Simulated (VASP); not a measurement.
Set up this calculation in VASP 6.6.1, as the native input.

| Property | Result |
| --- | --- |
| Task | single point |
| Functional | PBE-based screened hybrid with 5 % exact exchange |
| Potentials or basis | VASP PAW PBE potentials, release 64 (Hf_pv, B) |
| Cutoff | 520 eV |
| k mesh | 5 × 5 × 5 |
| Occupations | fermi-dirac, width 0.05 eV |
| Spin | no spin polarisation |
| Dipole correction | no |
| Grid for exact exchange (PRECFOCK) | Normal |
| Share of exact exchange | 0.05 |
| Further INCAR settings | ALGO = Normal; EDIFF = 1e-07; NBANDS = 15 |
| Screening parameter | 0.2 1/Å |

HfB2:

```
Hf B
1.0
     0.00000    2.71608    2.71608
     2.71608    0.00000    2.71608
     2.71608    2.71608    0.00000
Hf B
1 2
Direct
  0.00000 0.00000 0.00000
  0.25000 0.25000 0.25000
  0.75000 0.75000 0.75000
```

One way to write it, as run:

POSCAR

```
HfB2
1.0
    0.0000000000      2.7160800000      2.7160800000
    2.7160800000      0.0000000000      2.7160800000
    2.7160800000      2.7160800000      0.0000000000
Hf B
1 2
Direct
    0.0000000000      0.0000000000      0.0000000000
    0.2500000000      0.2500000000      0.2500000000
    0.7500000000      0.7500000000      0.7500000000
```

INCAR.step1

```
PREC     = Accurate       # precision mode
ENCUT    = 520            # plane-wave cutoff, eV
EDIFF    = 1E-5           # SCF threshold, eV
ISMEAR   = -1             # smearing method
SIGMA    = 0.05           # smearing width, eV
LREAL    = F              # projectors in reciprocal space
LASPH    = T              # aspherical terms in the spheres
NELM     = 80             # most SCF steps
ALGO     = Normal         # electronic algorithm
ISIF     = 2              # what is computed and relaxed
LWAVE    = T              # write WAVECAR
LCHARG   = F              # write CHGCAR
GGA      = PE             # functional
NBANDS   = 15             # bands
```

INCAR.step2

```
PREC     = Accurate       # precision mode
ENCUT    = 520            # plane-wave cutoff, eV
EDIFF    = 1E-7           # SCF threshold, eV
ISMEAR   = -1             # smearing method
SIGMA    = 0.05           # smearing width, eV
LREAL    = F              # projectors in reciprocal space
LASPH    = T              # aspherical terms in the spheres
NELM     = 80             # most SCF steps
ALGO     = Normal         # electronic algorithm
ISIF     = 2              # what is computed and relaxed
LWAVE    = F              # write WAVECAR
LCHARG   = F              # write CHGCAR
GGA      = PE             # functional
LHFCALC  = T              # exact exchange
AEXX     = 0.05           # exact-exchange fraction
HFSCREEN = 0.2            # screening, 1/A
PRECFOCK = Normal       
ISTART   = 1            
NBANDS   = 15             # bands
```

KPOINTS

```
regular mesh
0
Gamma
  5 5 5
```

Potentials or basis: VASP PAW PBE potentials, release 64 (Hf_pv, B).

Run with:

```console
$ cat potpaw_PBE.64/Hf_pv/POTCAR potpaw_PBE.64/B/POTCAR > POTCAR
$ cp INCAR.step1 INCAR
$ mpirun -np 1 vasp_std > vasp.out
$ cp INCAR.step2 INCAR
$ mpirun -np 1 vasp_std > vasp.out
```

Results of the run:

```yaml
Pressure: -0.6 GPa
Band_gap_on_the_k_mesh: zero (bands 8 and 9 overlap by 0.86 eV)
```

Caveat: the k points lie up to 0.40 Å⁻¹ apart, too coarse for converged energies and pressures of a metal; the PAW data sets were made with another functional, which shifts forces and pressure a little; spin-orbit coupling is left out, which moves the levels of the heavy elements.

Run time: 6.1 min on 1 thread of Intel(R) Xeon(R) 6975P-C (Granite Rapids), on a shared host, peak memory 0.28 GiB.
